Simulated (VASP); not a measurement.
Runs of VASP 6.6.1 on SrTiO3 (Tausonite). The structure is that of space group Pm-3m (No. 221), or close to it. The cells are those of the table. 

```tsv
task	cell	k mesh	cutoff (eV)	smearing	gap on the mesh (eV)	pressure (GPa)
single point	a = 3.876 Å, 5 atoms	8 × 8 × 8	520	gaussian 0.02 eV	1.84	3.0
single point	a = 3.905 Å, 5 atoms	6 × 6 × 6	520	gaussian 0.1 eV	(a)	-1.3
single point	a = 3.876 Å, 5 atoms	6 × 6 × 6	520	gaussian 0.1 eV	1.84	3.0
single point	a = 3.891 Å, 5 atoms	8 × 8 × 8	520	gaussian 0.02 eV	1.82	0.7
relaxation of cell and atoms	relaxed to 2.3 GPa from a = 3.876 Å, 5 atoms	8 × 8 × 8	600	gaussian 0.01 eV	1.84	2.3
single point	a = 3.891 Å, 5 atoms	8 × 8 × 8	520	gaussian 0.01 eV	1.82	0.7
single point	a = 3.876 Å, 5 atoms	8 × 8 × 8	520	gaussian 0.01 eV	1.84	3.0
relaxation of cell and atoms	relaxed from a = 3.891 Å, 5 atoms	8 × 8 × 8	600	gaussian 0.01 eV	1.82	0.0
```

Alike in all rows: level PBEsol; potentials or basis VASP PAW PBE potentials, release 64 (Sr_sv, Ti_sv, O); no spin polarisation.

Task: Fill in the values left out.

Result: (a) 1.80.

Caveats: the PAW data sets were made with another functional, which shifts forces and pressure a little; the cell is relaxed towards a set pressure, so the enthalpy falls and the energy may rise (some runs).

A k mesh can miss the band edges, and the runs leave out spin-orbit coupling on Sr.
